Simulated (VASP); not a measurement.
**Mg: single point with revPBE+D3(BJ)**

Mg:

```
Mg
1.0
     3.10496    0.00000    0.00000
    -1.55248    2.68897    0.00000
     0.00000    0.00000   10.22602
Mg
4
Direct
  0.66667 0.33333 0.75000
  0.00000 0.00000 0.50000
  0.33333 0.66667 0.25000
  0.00000 0.00000 0.00000
```

| Item | Value |
| --- | --- |
| Program | VASP 6.6.1 |
| Task | single point |
| Functional | revPBE |
| Dispersion | D3(BJ) |
| Potentials or basis | VASP PAW PBE potentials, release 64 (Mg) |
| Cutoff | 520 eV |
| k mesh | 10 × 10 × 3 |
| Occupations | fermi-dirac, width 0.05 eV |
| Spin | no spin polarisation |

```yaml
Pressure: -0.2 GPa
Band_gap_on_the_k_mesh: zero (bands 4 and 5 overlap by 1.91 eV)
Dispersion_energy_per_atom: -0.583 eV
```

Levels at points of the mesh, in eV from the Fermi level:
```tsv
k point	band 2	band 3	band 4	band 5	band 6	band 7
(0.00, 0.00, 0.00)	-5.93	-5.93	-2.02	-1.46	4.92	4.92
(0.50, 0.00, 0.00)	-2.28	-1.28	-1.20	-0.60	-0.52	2.70
```

Wall time 26 s on 1 thread of Intel Xeon 8259CL (shared host), peak memory 0.21 GiB.

Caveat: the PAW data sets were made with another functional, which shifts forces and pressure a little.
